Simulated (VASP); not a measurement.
Ca, 1 atom in the cell. It takes space group Fm-3m (No. 225, cubic). Conventional cell: a = 5.588 Å, b = 5.588 Å, c = 5.588 Å, α = 90.00°, β = 90.00°, γ = 90.00°. Ca (site symmetry m-3m) has 12 Ca at 3.95 Å within 5.2 Å. 

| Item | Value |
| --- | --- |
| Program | VASP 6.6.1 |
| Task | relaxation of volume and atoms at fixed shape |
| Functional | LDA |
| Potentials or basis | VASP PAW LDA potentials, release 64 (Ca_sv) |
| Cutoff | 600 eV |
| k mesh | 8 × 8 × 8 |
| Occupations | methfessel-paxton, width 0.1 eV |
| Spin | no spin polarisation |
| Dipole correction | no |
| Further INCAR settings | ALGO = Normal; EDIFF = 1e-06; IBRION = 2; EDIFFG = -0.03; NSW = 80; ISIF = 8 |

Potentials or basis: VASP PAW LDA potentials, release 64 (Ca_sv).

Run with:

```bash
$ cat potpaw_LDA.64/Ca_sv/POTCAR > POTCAR
$ mpirun -np 1 vasp_std > vasp.out
```

Hardware: 1 thread of Intel(R) Xeon(R) Platinum 8375C CPU @ 2.90GHz (Ice Lake) (shared host).

**Question.** How long does it take, and how much memory?

**Answer.** It took 22 s on 1 thread of Intel(R) Xeon(R) Platinum 8375C CPU @ 2.90GHz (Ice Lake), with other jobs on the host, peak memory 0.17 GiB. Counts: scf iterations 28, k points 29, ion steps 3.
